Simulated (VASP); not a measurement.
# CuO (Fm-3m) in VASP: relaxation of cell and atoms with PBE

Aim: the relaxation of cell and atoms of CuO with PBE.

All numbers are computed with VASP 6.6.1; they aren't measurements. Logs are shortened: lines on timing, memory, paths and dates and some standing lists are left out, and cuts for length are marked.

## (1) The cell of the first run

It takes space group Fm-3m (No. 225, cubic). The conventional cell has a = 4.243 Å, b = 4.243 Å, c = 4.243 Å, α = 90.00°, β = 90.00°, γ = 90.00°. Cu (site symmetry m-3m) has 6 O at 2.12 Å within 2.8 Å. O (site symmetry m-3m) has 6 Cu at 2.12 Å within 2.8 Å.

## (2) Relaxation of cell and atoms, PBE

Contents of INCAR:

```
  PREC = Accurate
  ENCUT = 600
  EDIFF = 1E-6
  ISMEAR = 0
  SIGMA = 0.1
  LREAL = F
  LASPH = T
  NELM = 80
  ALGO = Normal
  ISIF = 3
  LWAVE = F
  LCHARG = F
  GGA = PE
  IBRION = 2
  NSW = 100
  EDIFFG = -0.01
```

Contents of KPOINTS:

```
Automatic mesh
0
Gamma
  22 22 22
```

Contents of POSCAR:

```
CuO
1.0
    0.0000000000      2.1212817779      2.1212817779
    2.1212817779      0.0000000000      2.1212817779
    2.1212817779      2.1212817779      0.0000000000
Cu O
1 1
Direct
    0.0000000000      0.0000000000      0.0000000000
    0.5000000000      0.5000000000      0.5000000000
```

Potentials or basis: VASP PAW PBE potentials, release 64 (Cu, O).

Run with:

```
> cat potpaw_PBE.64/Cu/POTCAR potpaw_PBE.64/O/POTCAR > POTCAR
> mpirun -np 1 vasp_std > vasp.out
```

OUTCAR:

```text
PREC = Accurate
   ENCUT = 600
   EDIFF = 1E-6
   ISMEAR = 0
   LREAL = F
   LASPH = T
   NELM = 80
   ISIF = 3
   GGA = PE
   IBRION = 2
   NSW = 100
   EDIFFG = -0.01

 ion  position               nearest neighbor table
   1  0.000  0.000  0.000-   2 2.12   2 2.12   2 2.12   2 2.12   2 2.12   2 2.12
   2  0.500  0.500  0.500-   1 2.12   1 2.12   1 2.12   1 2.12   1 2.12   1 2.12

  LATTYP: Found a face centered cubic cell.
 ALAT       =     4.2425635558

  Lattice vectors:

 A1 = (   0.0000000000,   2.1212817779,   2.1212817779)
 A2 = (   2.1212817779,   0.0000000000,   2.1212817779)
 A3 = (   2.1212817779,   2.1212817779,   0.0000000000)

Analysis of symmetry for initial positions (statically):
=====================================================================
 Subroutine PRICEL returns:
 Original cell was already a primitive cell.

 Routine SETGRP: Setting up the symmetry group for a
 face centered cubic supercell.

 Subroutine GETGRP returns: Found 48 space group operations
 (whereof 48 operations were pure point group operations)
 out of a pool of 48 trial point group operations.

The static configuration has the point symmetry O_h .

Analysis of symmetry for dynamics (positions and initial velocities):
=====================================================================
 Subroutine PRICEL returns:
 Original cell was already a primitive cell.

 Routine SETGRP: Setting up the symmetry group for a
 face centered cubic supercell.

 Subroutine GETGRP returns: Found 48 space group operations
 (whereof 48 operations were pure point group operations)
 out of a pool of 48 trial point group operations.

The dynamic configuration has the point symmetry O_h .

 Subroutine INISYM returns: Found 48 space group operations
 (whereof 48 operations are pure point group operations),
 and found     1 'primitive' translations

----------------------------------------------------------------------------------------

                                     Primitive cell

  volume of cell :      19.0908

  direct lattice vectors                    reciprocal lattice vectors
     0.000000000  2.121281778  2.121281778    -0.235706546  0.235706546  0.235706546
     2.121281778  0.000000000  2.121281778     0.235706546 -0.235706546  0.235706546
     2.121281778  2.121281778  0.000000000     0.235706546  0.235706546 -0.235706546

  length of vectors
     2.999945460  2.999945460  2.999945460     0.408255713  0.408255713  0.408255713

  position of ions in fractional coordinates (direct lattice)
     0.000000000  0.000000000  0.000000000
     0.500000000  0.500000000  0.500000000

  ion indices of the primitive-cell ions
   primitive index   ion index
                 1           1
                 2           2

----------------------------------------------------------------------------------------

 KPOINTS: Automatic mesh

Automatic generation of k-mesh.
 Grid dimensions read from file:
 generate k-points for:   22   22   22

 Generating k-lattice:

  Cartesian coordinates                     Fractional coordinates (reciprocal lattice)
    -0.010713934  0.010713934  0.010713934     0.045454545  0.000000000  0.000000000
     0.010713934 -0.010713934  0.010713934     0.000000000  0.045454545  0.000000000
     0.010713934  0.010713934 -0.010713934     0.000000000  0.000000000  0.045454545

  Length of vectors
     0.018557078  0.018557078  0.018557078

  Shift w.r.t. Gamma in fractional coordinates (k-lattice)
     0.000000000  0.000000000  0.000000000

 Subroutine IBZKPT returns following result:
 ===========================================

 Found    328 irreducible k-points:

 Following reciprocal coordinates:
            Coordinates               Weight
  0.000000  0.000000  0.000000      1.000000
  0.045455  0.000000  0.000000      8.000000
  0.090909  0.000000  0.000000      8.000000
  0.136364  0.000000  0.000000      8.000000
  0.181818  0.000000  0.000000      8.000000
  0.227273  0.000000  0.000000      8.000000
[... 16 lines left out ...]
  0.500000  0.045455  0.000000     24.000000
 -0.454545  0.045455  0.000000     24.000000
 [... further k-points ...]
   k-points           NKPTS =    328   k-points in BZ     NKDIM =    328   number of bands    NBANDS=     12
   number of dos      NEDOS =    301   number of ions     NIONS =      2
   total plane-waves  NPLWV =  13824
   dimension x,y,z NGX =    24 NGY =   24 NGZ =   24
   dimension x,y,z NGXF=    48 NGYF=   48 NGZF=   48
   ions per type =               1   1
   NGX,Y,Z   is equivalent  to a cutoff of  13.30, 13.30, 13.30 a.u.
   NGXF,Y,Z  is equivalent  to a cutoff of  26.60, 26.60, 26.60 a.u.
 SYSTEM =  unknown system
   PREC   = accura    normal or accurate (medium, high low for compatibility)
   ISTART =      0    job   : 0-new  1-cont  2-samecut
   ICHARG =      2    charge: 1-file 2-atom 10-const
   ISPIN  =      1    spin polarized calculation?
   LNONCOLLINEAR =      F non collinear calculations
   LSORBIT =      F    spin-orbit coupling
   LASPH  =      T    aspherical Exc in radial PAW
   ENCUT  =  600.0 eV  44.10 Ry    6.64 a.u.   5.99  5.99  5.99*2*pi/ulx,y,z
   NELM   =     80;   NELMIN=  2; NELMDL= -5     # of ELM steps
   EDIFF  = 0.1E-05   stopping-criterion for ELM
   LREAL  =      F    real-space projection
   EDIFFG = -.1E-01   stopping-criterion for IOM
   NSW    =    100    number of steps for IOM
   IBRION =      2    ionic relax: 0-MD 1-quasi-New 2-CG
   NFREE  =      1    steps in history (QN), initial steepest desc. (CG)
   ISIF   =      3    stress and relaxation
   ISYM   =      2    0-nonsym 1-usesym 2-fastsym
   POTIM  = 0.5000    time-step for ionic-motion
   TEBEG  =    0.0;   TEEND  =   0.0 temperature during run
   PSTRESS=    0.0 pullay stress
   NELECT =      17.0000    total number of electrons
   NUPDOWN=      -1.0000    fix difference up-down
   EMIN   =  10.00;   EMAX   =-10.00  energy-range for DOS
   EFERMI =   0.00;   METHOD = LEGACY
   ISMEAR =     0;   SIGMA  =   0.10  broadening in eV -4-tet -1-fermi 0-gaus
   EFERMI_NEDOS =   21; number of points for ismear=-14 and -15
   IALGO  =     38    algorithm
   IMIX   =      4    mixing-type and parameters
     AMIX     =   0.40;   BMIX     =  1.00
     AMIX_MAG =   1.60;   BMIX_MAG =  1.00
  volume/ion in A,a.u.               =       9.55        64.42
  Fermi-wavevector in a.u.,A,eV,Ry     =   1.575008  2.976334 33.751297  2.480650
  Thomas-Fermi vector in A             =   2.676057
   LORBIT       =      0    0 simple, 1 ext, 2 COOP (PROOUT), +10 PAW based schemes
   GGA     = PE    functional components
   LHFCALC =     F    Hartree Fock is set to
   AEXX    =    0.0000 exact exchange contribution
   IVDW    =     0    specifies the selected vdW correction
   LEPSILON=     F    determine dielectric tensor
   LRPA    =     F    only Hartree local field effects (RPA)
 conjugate gradient relaxation of ions
 non-spin polarized calculation
 Gauss-broadening in eV      SIGMA  =   0.10
  energy-cutoff  :      600.00
  volume of cell :       19.09
 maximum number of plane-waves:       650
   NGX = 11   NGY = 11   NGZ = 11

--------------------------------------- Ionic step        1  -------------------------------------------

 number of electron      17.0000011 magnetization

 Free energy of the ion-electron system (eV)
  ---------------------------------------------------
  ext. energy  EPLUGINS =         0.00000000
  ---------------------------------------------------
  free energy    TOTEN  =        -9.54015834 eV

  energy without entropy =       -9.53346240  energy(sigma->0) =       -9.53681037

------------------------ aborting loop because EDIFF is reached ----------------------------------------

  FORCE on cell =-STRESS in cart. coord.  units (eV):
  Direction    XX          YY          ZZ          XY          YZ          ZX
  --------------------------------------------------------------------------------------
  -------------------------------------------------------------------------------------
  Total        0.0403317      0.0403317      0.0403317      0.0000000      0.0000000      0.0000000
  in kB        3.3847900      3.3847900      3.3847900      0.0000000      0.0000000      0.0000000
  external PRESSURE =       3.3847900 kB  Pullay stress =       0.0000000 kB
[... 57 lines left out ...]
  energy  without entropy=       -9.5334528118  energy(sigma->0) =       -9.53681505

--------------------------------------- Ionic step        3  -------------------------------------------

 number of electron      17.0000012 magnetization

 Free energy of the ion-electron system (eV)
  ---------------------------------------------------
  ext. energy  EPLUGINS =         0.00000000
  ---------------------------------------------------
  free energy    TOTEN  =        -9.54019151 eV

  energy without entropy =       -9.53347923  energy(sigma->0) =       -9.53683537

 E-fermi :   6.0932     XC(G=0): -12.3748

 val. band max:        6.0871266418   @ k =  -0.4545   0.2273   0.0000
 cond. band min:       6.1014910013   @ k =  -0.2273   0.3636   0.1364
 fundamental gap:      0.0143643594
 Fermi energy:         6.0932454536

 k-point     1 :       0.0000    0.0000    0.0000
  band No.  band energies     occupation
      1     -13.3875      2.00000
      2       3.6614      2.00000
      3       3.6614      2.00000
      4       3.6614      2.00000
      5       3.7648      2.00000
      6       3.7648      2.00000
      7       3.7648      2.00000
      8       3.9144      2.00000
      9       3.9144      2.00000
     10       7.4922      0.00000
     11      24.2588      0.00000
     12      24.7288      0.00000
[... 331 lines left out ...]
 k-point    24 :      -0.4545    0.0455    0.0000
  band No.  band energies     occupation
      1     -12.1329      2.00000
      2      -1.2436      2.00000
      3       1.2305      2.00000
      4       1.2317      2.00000
      5       4.2579      2.00000
      6       4.2653      2.00000
      7       4.6844      2.00000
      8       6.6860      0.00000
      9       6.8133      0.00000
     10      11.9412      0.00000
     11      15.6350      0.00000
     12      19.6678      0.00000

 [... further k-points ...]
[... 5 lines left out ...]
  --------------------------------------------------------------------------------------
  -------------------------------------------------------------------------------------
  Total       -0.0056322     -0.0056322     -0.0056322     -0.0000000     -0.0000000     -0.0000000
  in kB       -0.4718749     -0.4718749     -0.4718749     -0.0000000     -0.0000000     -0.0000000
  external PRESSURE =      -0.4718749 kB  Pullay stress =       0.0000000 kB
[... 17 lines left out ...]
  FREE ENERGIE OF THE ION-ELECTRON SYSTEM (eV)
  ---------------------------------------------------
  free  energy   TOTEN  =        -9.5401915056 eV

  energy  without entropy=       -9.5334792282  energy(sigma->0) =       -9.53683537

 reached required accuracy - stopping structural energy minimisation
```

Run time: 1.7 min. Hardware: 1 thread of Intel Xeon Platinum 8488C (Sapphire Rapids), shared host; peak memory 0.23 GiB.

What came out:

| Property | Result |
| --- | --- |
| Free energy | -9.5402 eV |
| Relaxed volume | 9.56 Å³/atom |
| Relaxed cell | a = 3.002 Å, b = 3.002 Å, c = 3.002 Å, α = 60.00°, β = 60.00°, γ = 60.00° |
| Space group after relaxing (to 0.05 Å) | Fm-3m (No. 225) |
| Energy gained by relaxing | 0.0 meV/atom |
| Ionic steps | 3 |
| Pressure after relaxing | 0.0 GPa |

Final structure:
```
Cu O
1.0
     0.00000    2.12249    2.12249
     2.12249    0.00000    2.12249
     2.12249    2.12249    0.00000
Cu O
1 1
Direct
  0.00000 0.00000 0.00000
  0.50000 0.50000 0.50000
```

Caveat: an odd number of electrons without spin polarisation forces a metal; a magnetic or distorted state may lie lower; semilocal functionals often make such compounds metallic where correlation or magnetic order opens a gap, which also shifts bond lengths. With open d or f shells a metallic result of PBE can be an artefact of self-interaction; +U or a hybrid may open a gap.
